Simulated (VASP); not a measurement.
# InSe (P-1) in VASP: single point with PBEsol

Aim: the single point of InSe with PBEsol.

Program: VASP 6.6.1. These are calculated values, not measurements. Logs are shortened: lines on timing, memory, paths and dates and some standing lists are left out, and cuts for length are marked.

## Step 1: The cell of the first run

The typed cell holds 4 atoms: a = 6.276 Å, b = 6.161 Å, c = 4.655 Å, α = 111.07°, β = 109.97°, γ = 38.59°.

## Step 2: Single point, PBEsol (equal xy, yz and zx shear strains of -3 %)

Input file INCAR:

```
ALGO = Normal
EDIFF = 1E-7
ENCUT = 520
GGA = PS
ISIF = 2
ISMEAR = -1
LASPH = T
LCHARG = T
LELF = T
LREAL = F
LVHAR = T
LWAVE = F
NBANDS = 27
NELM = 60
PREC = Accurate
SIGMA = 0.02
```

Input file KPOINTS:

```
k-points
0
Gamma
  7 7 6
```

Input file POSCAR:

```
InSe
1.0
    5.8987276766     -2.1430185402     -0.0571935402
    5.8370776766      1.9669814598     -0.1188435402
   -1.6642705423     -0.0408636106      4.3476476418
In Se
2 2
Direct
    0.8840000000      0.8840000000      0.0050000000
    0.1160000000      0.1160000000      0.9950000000
    0.6600000000      0.6600000000      0.6420000000
    0.3400000000      0.3400000000      0.3580000000
```

Potentials or basis: VASP PAW PBE potentials, release 64 (In_d, Se).

On the command line:

```sh
$ cat potpaw_PBE.64/In_d/POTCAR potpaw_PBE.64/Se/POTCAR > POTCAR
$ mpirun -np 1 vasp_std > vasp.out
```

OUTCAR:

```text
EDIFF = 1E-7
   ENCUT = 520
   GGA = PS
   ISIF = 2
   ISMEAR = -1
   LASPH = T
   LREAL = F
   NELM = 60
   PREC = Accurate

 ion  position               nearest neighbor table
   1  0.884  0.884  0.005-   3 2.54   2 2.74   4 2.79   4 2.81   2 3.69   2 3.80
   2  0.116  0.116  0.995-   4 2.54   1 2.74   3 2.79   3 2.81   1 3.69   1 3.80
   3  0.660  0.660  0.642-   1 2.54   2 2.79   2 2.81
   4  0.340  0.340  0.358-   2 2.54   1 2.79   1 2.81

  LATTYP: Found a triclinic cell.
 ALAT       =     8.4084186967
 B/A-ratio  =     1.5929564461
 C/A-ratio  =     0.5536690649
 COS(alpha) =     0.0114989839
 COS(beta)  =     0.2817349825
 COS(gamma) =     0.9418591710

  Lattice vectors:

 A1 = (  -4.1111571343,  -6.0361178492,  -4.1671541016)
 A2 = (  -9.9482348109,  -8.0030993090,  -4.0483105614)
 A3 = (   1.6642705423,   0.0408636106,  -4.3476476418)

Analysis of symmetry for initial positions (statically):
=====================================================================
 Subroutine PRICEL returns:
 Original cell was already a primitive cell.

 Routine SETGRP: Setting up the symmetry group for a
 triclinic supercell.

 Subroutine GETGRP returns: Found  2 space group operations
 (whereof  2 operations were pure point group operations)
 out of a pool of  2 trial point group operations.

The static configuration has the point symmetry S_2 .

Analysis of symmetry for dynamics (positions and initial velocities):
=====================================================================
 Subroutine PRICEL returns:
 Original cell was already a primitive cell.

 Routine SETGRP: Setting up the symmetry group for a
 triclinic supercell.

 Subroutine GETGRP returns: Found  2 space group operations
 (whereof  2 operations were pure point group operations)
 out of a pool of  2 trial point group operations.

The dynamic configuration has the point symmetry S_2 .

 Subroutine INISYM returns: Found  2 space group operations
 (whereof  2 operations are pure point group operations),
 and found     1 'primitive' translations

----------------------------------------------------------------------------------------

                                     Primitive cell

  volume of cell :     104.2029

  direct lattice vectors                    reciprocal lattice vectors
     5.898727677 -2.143018540 -0.057193540     0.082021591 -0.241641781  0.029126501
     5.837077677  1.966981460 -0.118843540     0.089435405  0.245198638  0.036540314
    -1.664270542 -0.040863611  4.347647642     0.003523727  0.003523727  0.231391435

  length of vectors
     6.276208072  6.160731747  4.655481317     0.256839726  0.263545553  0.231445090

  position of ions in fractional coordinates (direct lattice)
     0.884000000  0.884000000  0.005000000
     0.116000000  0.116000000  0.995000000
     0.660000000  0.660000000  0.642000000
     0.340000000  0.340000000  0.358000000

  ion indices of the primitive-cell ions
   primitive index   ion index
                 1           1
                 2           2
                 3           3
                 4           4

----------------------------------------------------------------------------------------

 KPOINTS: k-points

Automatic generation of k-mesh.
 Grid dimensions read from file:
 generate k-points for:    7    7    6

 Generating k-lattice:

  Cartesian coordinates                     Fractional coordinates (reciprocal lattice)
     0.011717370 -0.034520254  0.004160929     0.142857143 -0.000000000  0.000000000
     0.012776486  0.035028377  0.005220045     0.000000000  0.142857143  0.000000000
     0.000587288  0.000587288  0.038565239     0.000000000 -0.000000000  0.166666667

  Length of vectors
     0.036691389  0.037649365  0.038574182

  Shift w.r.t. Gamma in fractional coordinates (k-lattice)
     0.000000000  0.000000000  0.000000000

 Subroutine IBZKPT returns following result:
 ===========================================

 Found    148 irreducible k-points:

 Following reciprocal coordinates:
            Coordinates               Weight
  0.000000  0.000000  0.000000      1.000000
  0.142857  0.000000  0.000000      2.000000
  0.285714 -0.000000  0.000000      2.000000
  0.428571 -0.000000  0.000000      2.000000
  0.000000  0.142857  0.000000      2.000000
  0.142857  0.142857  0.000000      2.000000
[... 16 lines left out ...]
 -0.428571  0.428571  0.000000      2.000000
 -0.285714  0.428571  0.000000      2.000000
 [... further k-points ...]
   k-points           NKPTS =    148   k-points in BZ     NKDIM =    148   number of bands    NBANDS=     27
   number of dos      NEDOS =    301   number of ions     NIONS =      4
   total plane-waves  NPLWV =  82944
   dimension x,y,z NGX =    48 NGY =   48 NGZ =   36
   dimension x,y,z NGXF=    96 NGYF=   96 NGZF=   72
   ions per type =               2   2
   NGX,Y,Z   is equivalent  to a cutoff of  12.71, 12.95, 12.86 a.u.
   NGXF,Y,Z  is equivalent  to a cutoff of  25.43, 25.91, 25.71 a.u.
 SYSTEM =  unknown system
   PREC   = accura    normal or accurate (medium, high low for compatibility)
   ISTART =      0    job   : 0-new  1-cont  2-samecut
   ICHARG =      2    charge: 1-file 2-atom 10-const
   ISPIN  =      1    spin polarized calculation?
   LNONCOLLINEAR =      F non collinear calculations
   LSORBIT =      F    spin-orbit coupling
   LASPH  =      T    aspherical Exc in radial PAW
   ENCUT  =  520.0 eV  38.22 Ry    6.18 a.u.  11.67 11.45  8.66*2*pi/ulx,y,z
   NELM   =     60;   NELMIN=  2; NELMDL= -5     # of ELM steps
   EDIFF  = 0.1E-06   stopping-criterion for ELM
   LREAL  =      F    real-space projection
   EDIFFG = 0.1E-05   stopping-criterion for IOM
   NSW    =      0    number of steps for IOM
   IBRION =     -1    ionic relax: 0-MD 1-quasi-New 2-CG
   NFREE  =      0    steps in history (QN), initial steepest desc. (CG)
   ISIF   =      2    stress and relaxation
   ISYM   =      2    0-nonsym 1-usesym 2-fastsym
   POTIM  = 0.5000    time-step for ionic-motion
   TEBEG  =    0.0;   TEEND  =   0.0 temperature during run
   PSTRESS=    0.0 pullay stress
   NELECT =      38.0000    total number of electrons
   NUPDOWN=      -1.0000    fix difference up-down
   EMIN   =  10.00;   EMAX   =-10.00  energy-range for DOS
   EFERMI =   0.00;   METHOD = LEGACY
   ISMEAR =    -1;   SIGMA  =   0.02  broadening in eV -4-tet -1-fermi 0-gaus
   EFERMI_NEDOS =   21; number of points for ismear=-14 and -15
   IALGO  =     38    algorithm
   IMIX   =      4    mixing-type and parameters
     AMIX     =   0.40;   BMIX     =  1.00
     AMIX_MAG =   1.60;   BMIX_MAG =  1.00
  volume/ion in A,a.u.               =      26.05       175.80
  Fermi-wavevector in a.u.,A,eV,Ry     =   1.169615  2.210251 18.612748  1.367998
  Thomas-Fermi vector in A             =   2.306085
   LORBIT       =      0    0 simple, 1 ext, 2 COOP (PROOUT), +10 PAW based schemes
   GGA     = PS    functional components
   LHFCALC =     F    Hartree Fock is set to
   AEXX    =    0.0000 exact exchange contribution
   IVDW    =     0    specifies the selected vdW correction
   LEPSILON=     F    determine dielectric tensor
   LRPA    =     F    only Hartree local field effects (RPA)
 non-spin polarized calculation
  energy-cutoff  :      520.00
  volume of cell :      104.20
 maximum number of plane-waves:      2829
   NGX = 23   NGY = 23   NGZ = 17

 number of electron      38.0000003 magnetization

 Free energy of the ion-electron system (eV)
  ---------------------------------------------------
  ext. energy  EPLUGINS =         0.00000000
  ---------------------------------------------------
  free energy    TOTEN  =       -15.38605304 eV

  energy without entropy =      -15.38605304  energy(sigma->0) =      -15.38605304

 E-fermi :   5.1955     XC(G=0):  -9.7666

 val. band max:        4.7496698029   @ k =  -0.2857  -0.2857   0.3333
 cond. band min:       5.7610006761   @ k =   0.4286   0.4286   0.0000
 fundamental gap:      1.0113308732
 Fermi energy:         5.1955093621

 k-point     1 :       0.0000    0.0000    0.0000
  band No.  band energies     occupation
      1      -9.8835      2.00000
      2      -9.8177      2.00000
      3      -9.5047      2.00000
      4      -9.5005      2.00000
      5      -9.4459      2.00000
      6      -9.4404      2.00000
[... 19 lines left out ...]
     26      11.7272      0.00000
     27      13.5219      0.00000

 k-point     2 :       0.1429    0.0000    0.0000
  band No.  band energies     occupation
      1      -9.8777      2.00000
      2      -9.8137      2.00000
      3      -9.5504      2.00000
      4      -9.4928      2.00000
      5      -9.4577      2.00000
      6      -9.4342      2.00000
[... 19 lines left out ...]
     26      11.6553      0.00000
     27      13.2368      0.00000

 k-point     3 :       0.2857   -0.0000    0.0000
  band No.  band energies     occupation
      1      -9.8648      2.00000
      2      -9.8105      2.00000
      3      -9.5975      2.00000
      4      -9.5147      2.00000
      5      -9.4635      2.00000
      6      -9.4433      2.00000
[... 19 lines left out ...]
     26      12.1357      0.00000
     27      12.7866      0.00000

 k-point     4 :       0.4286   -0.0000    0.0000
  band No.  band energies     occupation
      1      -9.8538      2.00000
      2      -9.8162      2.00000
      3      -9.5962      2.00000
      4      -9.5605      2.00000
      5      -9.4554      2.00000
      6      -9.4510      2.00000
[... 19 lines left out ...]
     26      12.8263      0.00000
     27      13.5319      0.00000
[... 516 lines left out ...]
      4      -9.5443      2.00000
      5      -9.4567      2.00000
      6      -9.4369      2.00000
[... 19 lines left out ...]
     26      11.4139      0.00000
     27      11.8856      0.00000

 k-point    23 :      -0.4286    0.4286    0.0000
  band No.  band energies     occupation
      1      -9.9242      2.00000
      2      -9.6408      2.00000
      3      -9.6012      2.00000
      4      -9.5533      2.00000
      5      -9.4705      2.00000
      6      -9.4281      2.00000
[... 19 lines left out ...]
     26      10.9955      0.00000
     27      11.3120      0.00000

 k-point    24 :      -0.2857    0.4286    0.0000
  band No.  band energies     occupation
      1      -9.9122      2.00000
      2      -9.6991      2.00000
      3      -9.6041      2.00000
      4      -9.5394      2.00000
      5      -9.4873      2.00000
      6      -9.4324      2.00000
[... 19 lines left out ...]
     26      11.0619      0.00000
     27      11.3354      0.00000

 [... further k-points ...]
[... 5 lines left out ...]
  --------------------------------------------------------------------------------------
  -------------------------------------------------------------------------------------
  Total        1.7569686     -1.1746475      0.0388120      0.2555260      0.3946204      2.4445562
  in kB       27.0143716    -18.0608604      0.5967560      3.9288542      6.0675084     37.5864136
  external PRESSURE =       3.1834224 kB  Pullay stress =       0.0000000 kB

 VOLUME and BASIS-vectors are now :
 -----------------------------------------------------------------------------
  energy-cutoff  :      520.00
  volume of cell :      104.20
      direct lattice vectors                 reciprocal lattice vectors
     5.898727677 -2.143018540 -0.057193540     0.082021591 -0.241641781  0.029126501
     5.837077677  1.966981460 -0.118843540     0.089435405  0.245198638  0.036540314
    -1.664270542 -0.040863611  4.347647642     0.003523727  0.003523727  0.231391435

 POSITION                                       TOTAL-FORCE (eV/Angst)
 -----------------------------------------------------------------------------------
     10.36613     -0.15582     -0.13388        -0.006762     -0.038103      0.661018
     -0.29460     -0.06108      4.30549         0.006762      0.038103     -0.661018
      6.67717     -0.14242      2.67501        -0.929718     -0.113167     -0.190284
      3.39436     -0.07448      1.49661         0.929718      0.113167      0.190284
 -----------------------------------------------------------------------------------
    total drift:                               -0.000000     -0.000000      0.000000

  FREE ENERGIE OF THE ION-ELECTRON SYSTEM (eV)
  ---------------------------------------------------
  free  energy   TOTEN  =       -15.3860530370 eV

  energy  without entropy=      -15.3860530370  energy(sigma->0) =      -15.38605304
```

Wall time 3.8 min (1 thread of Intel Xeon 6975P-C (Granite Rapids), shared host); peak memory 0.52 GiB.

What came out:

```yaml
Free_energy: -15.3861 eV
Pressure: 0.3 GPa
Largest_force: 0.956 eV/Å
Band_gap_on_the_k_mesh: 1.01 eV (least direct gap 1.27 eV)
```

Forces on the atoms (eV/Å):
```
In  -0.007 -0.038  0.661
In   0.007  0.038 -0.661
Se  -0.930 -0.113 -0.190
Se   0.930  0.113  0.190
```

Stress tensor (GPa, compression positive):
```
 2.70  0.39  3.76
 0.39 -1.81  0.61
 3.76  0.61  0.06
```

Caveat: the cell differs from its parent crystal (equal xy, yz and zx shear strains of -3 %); the PAW data sets were made with another functional, which shifts forces and pressure a little; spin-orbit coupling is left out, which moves the levels of the heavy elements.
